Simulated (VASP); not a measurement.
A run of VASP 6.6.1:

File INCAR:

```
SYSTEM = Cs
  ALGO = Normal
  EDIFF = 1E-6
  ENCUT = 520
  GGA = RE
  ISIF = 2
  ISMEAR = -1
  LASPH = .True.
  LCHARG = .False.
  LREAL = .False.
  LWAVE = .False.
  NBANDS = 10
  NELM = 100
  PREC = Accurate
  SIGMA = 0.05
```

KPOINTS

```
k-points
0
Gamma
  6 6 6
  0 0 0
```

File POSCAR:

```
Cs
1.0
   -3.1868469531      3.1868469531      3.1868469531
    3.1868469531     -3.1868469531      3.1868469531
    3.1868469531      3.1868469531     -3.1868469531
Cs
1
Direct
    0.0000000000      0.0000000000      0.0000000000
```

Potentials or basis: VASP PAW PBE potentials, release 64 (Cs_sv).

Launch:

```sh
$ cat potpaw_PBE.64/Cs_sv/POTCAR > POTCAR
$ mpirun -np 1 vasp_std > vasp.out
```

Hardware: 1 thread of Intel(R) Xeon(R) 6975P-C (Granite Rapids), on a shared host.

Q: How long does it take, and how much memory?

A: Wall time 8.2 s on 1 thread of Intel(R) Xeon(R) 6975P-C (Granite Rapids) (shared host), peak memory 0.24 GiB. Counts: scf iterations 10, k points 16.
